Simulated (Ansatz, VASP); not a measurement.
## Si2BN in VASP and in Ansatz

File INCAR:

```
  PREC = Accurate
  ENCUT = 520
  EDIFF = 1E-6
  ISMEAR = 0
  SIGMA = 0.1
  LREAL = False
  LASPH = True
  NELM = 60
  ALGO = Normal
  ISIF = 2
  LWAVE = False
  LCHARG = False
  GGA = PE
  NBANDS = 16
```

KPOINTS

```
regular mesh
0
Gamma
  6 6 4
```

File POSCAR:

```
Si2BN
1.0
    3.9960264400      0.0000000000      0.0000000000
   -1.9980132200      3.4606604100      0.0000000000
    0.0000000000      0.0000000000      4.1424619800
Si B N
2 1 1
Direct
    0.3333333300      0.6666666700      0.0028389300
    0.6666666700      0.3333333300      0.9971610700
    0.0000000000      0.0000000000      0.5000000000
    0.0000000000      0.0000000000      0.0000000000
```

Input for Ansatz:

```yaml
crystal:
  lattice:
    - [3.99602644, 0.0, 0.0]
    - [-1.99801322, 3.46066041, 0.0]
    - [0.0, 0.0, 4.14246198]
  atoms:
    - { symbol: Si, position: [0.33333333, 0.66666667, 0.00283893] }
    - { symbol: Si, position: [0.66666667, 0.33333333, 0.99716107] }
    - { symbol: B, position: [0.0, 0.0, 0.5] }
    - { symbol: "N", position: [0.0, 0.0, 0.0] }
basis:
  ecutwfc: 420
kpoints:
  mp_grid: { grid: [6, 6, 4] }
hamiltonian:
  xc: pbe
scf:
  occupations: { method: gaussian, width: 0.1 }
  lower_state_search: "off"
output:
  forces: true
  stress: true
  eigenvalues: true
```

Alike in both runs: task single point; functional PBE; k mesh 6 × 6 × 4; occupations gaussian, width 0.1 eV; no spin polarisation.

|  | VASP | Ansatz |
| --- | --- | --- |
| version | VASP 6.6.1 | Ansatz 0.2.0 |
| potentials or method | VASP PAW PBE potentials, release 64 (Si, B, N), cutoff 520 eV | scalar-relativistic, plane waves, PAW |
| valence electrons in the cell | 16 | 16 |

|  | VASP | Ansatz | Ansatz less VASP |
| --- | --- | --- | --- |
| gap on the k mesh at the Fermi level (eV) | none | none | - |
| pressure (GPa) | -0.1 | 0.0 | +0.08 |
| traceless stress, the component that is largest in VASP (GPa) | -16.80 | -16.84 | -0.041 |
| rms of the force components (eV/Å) | 0.022 | 0.022 | +0.0001 |

Atom by atom the forces differ by 0.000 eV/Å (rms over components). A gap of «none» marks a metal or a gap that the smearing closes.

The k mesh is coarse, so the values compare programs but aren't converged.
